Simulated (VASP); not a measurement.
Write the native input for VASP 6.6.1 that does the following.

| Quantity | Value |
| --- | --- |
| Task | single point |
| Functional | PBE |
| Potentials or basis | VASP PAW PBE potentials, release 64 (Ir) |
| Cutoff | 520 eV |
| k mesh | 49 × 49 × 49 |
| Occupations | fermi-dirac, width 0.0612256 eV |
| Spin | no spin polarisation |
| Dipole correction | no |
| Further INCAR settings | ALGO = Normal; EDIFF = 1e-07; NBANDS = 10 |

The structure of Ir lies in POSCAR:

```
Ir
1.0
   -1.5456664525      1.5456664525      1.5456664525
    1.5456664525     -1.5456664525      1.5456664525
    1.5456664525      1.5456664525     -1.5456664525
Ir
1
Direct
    0.0000000000      0.0000000000      0.0000000000
```

This isn't the form of Ir at room conditions, which is fcc.

These files were run (other wordings do the same):

INCAR

```
PREC = Accurate ; ENCUT = 520
EDIFF = 1E-7 ; ISMEAR = -1
SIGMA = 0.06122561905347299 ; LREAL = False
LASPH = True ; NELM = 80
ALGO = Normal ; ISIF = 2
LWAVE = False ; LCHARG = False
GGA = PE ; NBANDS = 10
```

KPOINTS

```
Automatic mesh
0
Gamma
  49 49 49
```

Potentials or basis: VASP PAW PBE potentials, release 64 (Ir).

The run is started by

```sh
$ cat potpaw_PBE.64/Ir/POTCAR > POTCAR
$ mpirun -np 1 vasp_std > vasp.out
```

Results of the run:

```
Pressure               : 6.6 GPa
Band gap on the k mesh : zero (an odd number of electrons rules out a gap without spin polarisation)
```

Caveat: the cell stands under pressure; spin-orbit coupling is left out, which moves the levels of the heavy elements.

It took 110 s on 1 thread of Intel(R) Xeon(R) 6975P-C (Granite Rapids), on a shared host, peak memory 0.54 GiB.
